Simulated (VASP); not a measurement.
# Si in VASP: single point with LDA

Aim: the single point of Si with LDA.

Everything below comes from runs of VASP 6.6.1. Logs are shortened: lines on timing, memory, paths and dates and some standing lists are left out, and cuts for length are marked.

## 1. The cell of the first run

The typed cell holds 8 atoms: a = 5.995 Å, b = 5.499 Å, c = 5.402 Å, α = 106.59°, β = 109.06°, γ = 117.93°.

## 2. Single point, LDA

Contents of INCAR:

```
SYSTEM = Si
  ALGO = Normal
  EDIFF = 1E-6
  ENCUT = 520
  ISIF = 2
  ISMEAR = 0
  LASPH = .TRUE.
  LCHARG = .FALSE.
  LREAL = .FALSE.
  LWAVE = .FALSE.
  NBANDS = 26
  NELM = 100
  PREC = Accurate
  SIGMA = 0.15
```

Contents of KPOINTS:

```
k-points
0
G
  6 6 6
  0 0 0
```

Contents of POSCAR:

```
Si
1.0
    5.0766278721      2.6256074519      1.8083068679
   -4.7646695602      2.3139242452      1.4774322473
   -0.1139464190     -5.0772300052      1.8421347382
Si
8
Direct
    0.0460432416      0.7440381650      0.5510087150
    0.9540000393      0.2560494717      0.4489949838
    0.7319914270      0.7432282999      0.7170886194
    0.2682919308      0.4385120632      0.9536512660
    0.4420734608      0.9553390535      0.2548570804
    0.7316646498      0.5614600011      0.0463382774
    0.2679597463      0.2566913942      0.2828691355
    0.5579755045      0.0446815513      0.7451919224
```

Potentials or basis: VASP PAW LDA potentials, release 64 (Si).

Run with:

```console
$ cat potpaw_LDA.64/Si/POTCAR > POTCAR
$ mpirun -np 1 vasp_std > vasp.out
```

OUTCAR:

```text
SYSTEM = Si
   EDIFF = 1E-6
   ENCUT = 520
   ISIF = 2
   ISMEAR = 0
   LASPH = .TRUE.
   LREAL = .FALSE.
   NELM = 100
   PREC = Accurate

 ion  position               nearest neighbor table
   1  0.046  0.744  0.551-   6 2.30   2 2.32   8 2.32   3 2.33   4 3.11
   2  0.954  0.256  0.449-   4 2.30   1 2.32   5 2.32   7 2.33   6 3.11
   3  0.732  0.743  0.717-   6 2.28   8 2.33   1 2.33   7 2.36   7 2.79   4 3.10
   4  0.268  0.439  0.954-   7 2.28   5 2.30   2 2.30   6 2.36   3 3.10   1 3.11
   5  0.442  0.955  0.255-   4 2.30   2 2.32   7 2.33   8 2.34
   6  0.732  0.561  0.046-   3 2.28   8 2.30   1 2.30   4 2.36   7 3.10   2 3.11
   7  0.268  0.257  0.283-   4 2.28   5 2.33   2 2.33   3 2.36   3 2.79   6 3.10
   8  0.558  0.045  0.745-   6 2.30   1 2.32   3 2.33   5 2.34

  LATTYP: Found a triclinic cell.
 ALAT       =     5.9407384144
 B/A-ratio  =     1.5254207342
 C/A-ratio  =     0.9093629414
 COS(alpha) =     0.0093008394
 COS(beta)  =     0.5939478633
 COS(gamma) =     0.6821689368

  Lattice vectors:

 A1 = (   0.3119583119,   4.9395316971,   3.2857391152)
 A2 = (   5.2746397650,   2.4879091438,   6.9361807213)
 A3 = (   0.1139464190,   5.0772300052,  -1.8421347382)

Analysis of symmetry for initial positions (statically):
=====================================================================
 Subroutine PRICEL returns:
 Original cell was already a primitive cell.

 Routine SETGRP: Setting up the symmetry group for a
 triclinic supercell.

 Subroutine GETGRP returns: Found  1 space group operations
 (whereof  1 operations were pure point group operations)
 out of a pool of  2 trial point group operations.

The static configuration has the point symmetry C_1 .

Analysis of symmetry for dynamics (positions and initial velocities):
=====================================================================
 Subroutine PRICEL returns:
 Original cell was already a primitive cell.

 Routine SETGRP: Setting up the symmetry group for a
 triclinic supercell.

 Subroutine GETGRP returns: Found  1 space group operations
 (whereof  1 operations were pure point group operations)
 out of a pool of  2 trial point group operations.

The dynamic configuration has the point symmetry C_1 .

 Subroutine INISYM returns: Found  1 space group operations
 (whereof  1 operations are pure point group operations),
 and found     1 'primitive' translations

----------------------------------------------------------------------------------------

                                     Primitive cell

  volume of cell :     126.5460

  direct lattice vectors                    reciprocal lattice vectors
     5.076627872  2.625607452  1.808306868     0.092960816  0.068029113  0.193249712
    -4.764669560  2.313924245  1.477432247    -0.110773218  0.075528893  0.201318255
    -0.113946419 -5.077230005  1.842134738    -0.002411201 -0.127355687  0.191685835

  length of vectors
     5.994659187  5.499011500  5.402287359     0.224978054  0.241876744  0.230149396

  position of ions in fractional coordinates (direct lattice)
     0.046043242  0.744038165  0.551008715
     0.954000039  0.256049472  0.448994984
     0.731991427  0.743228300  0.717088619
     0.268291931  0.438512063  0.953651266
     0.442073461  0.955339053  0.254857080
     0.731664650  0.561460001  0.046338277
     0.267959746  0.256691394  0.282869136
     0.557975504  0.044681551  0.745191922

  ion indices of the primitive-cell ions
   primitive index   ion index
                 1           1
                 2           2
                 3           3
                 4           4
                 5           5
                 6           6
                 7           7
                 8           8

----------------------------------------------------------------------------------------

 KPOINTS: k-points

Automatic generation of k-mesh.
 Grid dimensions read from file:
 generate k-points for:    6    6    6

 Generating k-lattice:

  Cartesian coordinates                     Fractional coordinates (reciprocal lattice)
     0.015493469  0.011338186  0.032208285     0.166666667 -0.000000000 -0.000000000
    -0.018462203  0.012588149  0.033553042     0.000000000  0.166666667  0.000000000
    -0.000401867 -0.021225948  0.031947639    -0.000000000 -0.000000000  0.166666667

  Length of vectors
     0.037496342  0.040312791  0.038358233

  Shift w.r.t. Gamma in fractional coordinates (k-lattice)
     0.000000000  0.000000000  0.000000000

 Subroutine IBZKPT returns following result:
 ===========================================

 Found    112 irreducible k-points:

 Following reciprocal coordinates:
            Coordinates               Weight
  0.000000  0.000000  0.000000      1.000000
  0.166667  0.000000  0.000000      2.000000
  0.333333 -0.000000  0.000000      2.000000
  0.500000 -0.000000  0.000000      1.000000
  0.000000  0.166667  0.000000      2.000000
  0.166667  0.166667  0.000000      2.000000
[... 16 lines left out ...]
  0.333333  0.000000  0.166667      2.000000
  0.500000 -0.000000  0.166667      2.000000
 [... further k-points ...]
   k-points           NKPTS =    112   k-points in BZ     NKDIM =    112   number of bands    NBANDS=     26
   number of dos      NEDOS =    301   number of ions     NIONS =      8
   total plane-waves  NPLWV =  80640
   dimension x,y,z NGX =    48 NGY =   42 NGZ =   40
   dimension x,y,z NGXF=    96 NGYF=   84 NGZF=   80
   ions per type =               8
   NGX,Y,Z   is equivalent  to a cutoff of  13.31, 12.70, 12.31 a.u.
   NGXF,Y,Z  is equivalent  to a cutoff of  26.62, 25.39, 24.62 a.u.
 SYSTEM =  Si
   PREC   = accura    normal or accurate (medium, high low for compatibility)
   ISTART =      0    job   : 0-new  1-cont  2-samecut
   ICHARG =      2    charge: 1-file 2-atom 10-const
   ISPIN  =      1    spin polarized calculation?
   LNONCOLLINEAR =      F non collinear calculations
   LSORBIT =      F    spin-orbit coupling
   LASPH  =      T    aspherical Exc in radial PAW
   ENCUT  =  520.0 eV  38.22 Ry    6.18 a.u.  11.15 10.22 10.04*2*pi/ulx,y,z
   NELM   =    100;   NELMIN=  2; NELMDL= -5     # of ELM steps
   EDIFF  = 0.1E-05   stopping-criterion for ELM
   LREAL  =      F    real-space projection
   EDIFFG = 0.1E-04   stopping-criterion for IOM
   NSW    =      0    number of steps for IOM
   IBRION =     -1    ionic relax: 0-MD 1-quasi-New 2-CG
   NFREE  =      0    steps in history (QN), initial steepest desc. (CG)
   ISIF   =      2    stress and relaxation
   ISYM   =      2    0-nonsym 1-usesym 2-fastsym
   POTIM  = 0.5000    time-step for ionic-motion
   TEBEG  =    0.0;   TEEND  =   0.0 temperature during run
   PSTRESS=    0.0 pullay stress
   NELECT =      32.0000    total number of electrons
   NUPDOWN=      -1.0000    fix difference up-down
   EMIN   =  10.00;   EMAX   =-10.00  energy-range for DOS
   EFERMI =   0.00;   METHOD = LEGACY
   ISMEAR =     0;   SIGMA  =   0.15  broadening in eV -4-tet -1-fermi 0-gaus
   EFERMI_NEDOS =   21; number of points for ismear=-14 and -15
   IALGO  =     38    algorithm
   IMIX   =      4    mixing-type and parameters
     AMIX     =   0.40;   BMIX     =  1.00
     AMIX_MAG =   1.60;   BMIX_MAG =  1.00
  volume/ion in A,a.u.               =      15.82       106.75
  Fermi-wavevector in a.u.,A,eV,Ry     =   1.035242  1.956324 14.581723  1.071726
  Thomas-Fermi vector in A             =   2.169576
   LORBIT       =      0    0 simple, 1 ext, 2 COOP (PROOUT), +10 PAW based schemes
   GGA     = CA    functional components
   LHFCALC =     F    Hartree Fock is set to
   AEXX    =    0.0000 exact exchange contribution
   IVDW    =     0    specifies the selected vdW correction
   LEPSILON=     F    determine dielectric tensor
   LRPA    =     F    only Hartree local field effects (RPA)
 non-spin polarized calculation
 Gauss-broadening in eV      SIGMA  =   0.15
  energy-cutoff  :      520.00
  volume of cell :      126.55
 maximum number of plane-waves:      3448
 NGX is ok and might be reduce to    48
   NGX = 23   NGY = 21   NGZ = 21

 number of electron      32.0000000 magnetization

 Free energy of the ion-electron system (eV)
  ---------------------------------------------------
  ext. energy  EPLUGINS =         0.00000000
  ---------------------------------------------------
  free energy    TOTEN  =       -45.67111715 eV

  energy without entropy =      -45.65200737  energy(sigma->0) =      -45.66156226

 E-fermi :   8.5359     XC(G=0): -10.7173

 val. band max:        8.5345760450   @ k =   0.5000   0.1667   0.3333
 cond. band min:       8.5531183979   @ k =  -0.3333   0.3333   0.3333
 fundamental gap:      0.0185423529
 Fermi energy:         8.5359297739

 k-point     1 :       0.0000    0.0000    0.0000
  band No.  band energies     occupation
      1      -4.9694      2.00000
      2       0.1244      2.00000
      3       0.1397      2.00000
      4       0.7340      2.00000
      5       1.2131      2.00000
      6       1.5087      2.00000
[... 18 lines left out ...]
     25      14.4145      0.00000
     26      14.4724      0.00000

 k-point     2 :       0.1667    0.0000    0.0000
  band No.  band energies     occupation
      1      -4.7748      2.00000
      2      -0.4265      2.00000
      3      -0.1592      2.00000
      4       0.1438      2.00000
      5       0.8837      2.00000
      6       1.6990      2.00000
[... 18 lines left out ...]
     25      14.2976      0.00000
     26      14.7586      0.00000

 k-point     3 :       0.3333   -0.0000    0.0000
  band No.  band energies     occupation
      1      -4.1972      2.00000
      2      -1.9004      2.00000
      3      -0.5137      2.00000
      4      -0.1627      2.00000
      5       0.5122      2.00000
      6       1.3328      2.00000
[... 18 lines left out ...]
     25      13.7564      0.00000
     26      14.5033      0.00000

 k-point     4 :       0.5000   -0.0000    0.0000
  band No.  band energies     occupation
      1      -3.4075      2.00000
      2      -3.0342      2.00000
      3      -0.6114      2.00000
      4      -0.2895      2.00000
      5       0.3679      2.00000
      6       1.1162      2.00000
[... 18 lines left out ...]
     25      13.5571      0.00000
     26      13.6612      0.00000

 k-point     5 :       0.0000    0.1667    0.0000
  band No.  band energies     occupation
      1      -4.7436      2.00000
      2      -0.4920      2.00000
      3       0.0674      2.00000
      4       0.2959      2.00000
      5       0.5369      2.00000
      6       1.4513      2.00000
[... 18 lines left out ...]
     25      13.5880      0.00000
     26      13.8569      0.00000

 k-point     6 :       0.1667    0.1667    0.0000
  band No.  band energies     occupation
      1      -4.2914      2.00000
      2      -1.3016      2.00000
      3      -0.7229      2.00000
      4      -0.1245      2.00000
      5       0.5161      2.00000
      6       1.3961      2.00000
[... 427 lines left out ...]
 k-point    21 :       0.0000    0.0000    0.1667
  band No.  band energies     occupation
      1      -4.7653      2.00000
      2      -0.3116      2.00000
      3      -0.1285      2.00000
      4       0.4358      2.00000
      5       0.6681      2.00000
      6       1.4390      2.00000
[... 18 lines left out ...]
     25      13.8294      0.00000
     26      14.0425      0.00000

 k-point    22 :       0.1667    0.0000    0.1667
  band No.  band energies     occupation
      1      -4.3567      2.00000
      2      -1.1606      2.00000
      3      -0.9192      2.00000
      4       0.0033      2.00000
      5       0.9461      2.00000
      6       1.4468      2.00000
[... 18 lines left out ...]
     25      13.4580      0.00000
     26      13.7125      0.00000

 k-point    23 :       0.3333    0.0000    0.1667
  band No.  band energies     occupation
      1      -3.5856      2.00000
      2      -2.5209      2.00000
      3      -1.3561      2.00000
      4      -0.4271      2.00000
      5       1.1133      2.00000
      6       1.4859      2.00000
[... 18 lines left out ...]
     25      13.4186      0.00000
     26      13.9756      0.00000

 k-point    24 :       0.5000   -0.0000    0.1667
  band No.  band energies     occupation
      1      -3.6899      2.00000
      2      -2.3779      2.00000
      3      -1.4431      2.00000
      4      -0.6409      2.00000
      5       1.2081      2.00000
      6       1.5225      2.00000
[... 18 lines left out ...]
     25      13.7600      0.00000
     26      14.3609      0.00000

 [... further k-points ...]
[... 5 lines left out ...]
  --------------------------------------------------------------------------------------
  -------------------------------------------------------------------------------------
  Total        2.1908674      7.9325319     10.3837317     -2.8043633     -0.0155894     -2.8819385
  in kB       27.7381889    100.4323993    131.4666108    -35.5055533     -0.1973752    -36.4877197
  external PRESSURE =      86.5457330 kB  Pullay stress =       0.0000000 kB

 VOLUME and BASIS-vectors are now :
 -----------------------------------------------------------------------------
  energy-cutoff  :      520.00
  volume of cell :      126.55
      direct lattice vectors                 reciprocal lattice vectors
     5.076627872  2.625607452  1.808306868     0.092960816  0.068029113  0.193249712
    -4.764669560  2.313924245  1.477432247    -0.110773218  0.075528893  0.201318255
    -0.113946419 -5.077230005  1.842134738    -0.002411201 -0.127355687  0.191685835

 POSITION                                       TOTAL-FORCE (eV/Angst)
 -----------------------------------------------------------------------------------
     -3.37414     -0.95506      2.19756        -0.002982      0.002288      0.001887
      3.57195      0.81766      2.93053         0.002459     -0.003303     -0.002461
      0.09310      0.00087      3.74271        -0.000908      0.001976      0.007039
     -0.83601     -3.12279      2.88978        -0.004406      0.001045     -0.004271
     -2.33667      2.07733      2.68033        -0.003338      0.002956     -0.003926
      1.03394      2.98497      2.23795         0.004193     -0.001113      0.005472
      0.10505     -0.13867      1.38488         0.000908     -0.000983     -0.006806
      2.53483     -2.21510      2.44775         0.004073     -0.002865      0.003065
 -----------------------------------------------------------------------------------
    total drift:                               -0.000001      0.000000     -0.000000

  FREE ENERGIE OF THE ION-ELECTRON SYSTEM (eV)
  ---------------------------------------------------
  free  energy   TOTEN  =       -45.6711171517 eV

  energy  without entropy=      -45.6520073748  energy(sigma->0) =      -45.66156226
```

Run time: 3 min. Hardware: 1 thread of Intel Xeon 6975P-C (Granite Rapids), shared host; peak memory 0.37 GiB.

Results:

```
Free energy            : -45.6711 eV
Pressure               : 8.7 GPa
Largest force          : 0.007 eV/Å
Band gap on the k mesh : zero (bands 16 and 17 overlap by 1.42 eV)
```

Forces on the atoms (eV/Å):
```
Si  -0.003  0.002  0.002
Si   0.002 -0.003 -0.002
Si  -0.001  0.002  0.007
Si  -0.004  0.001 -0.004
Si  -0.003  0.003 -0.004
Si   0.004 -0.001  0.005
Si   0.001 -0.001 -0.007
Si   0.004 -0.003  0.003
```

Caveat: the stress differs along the axes, from 3 to 13 GPa.
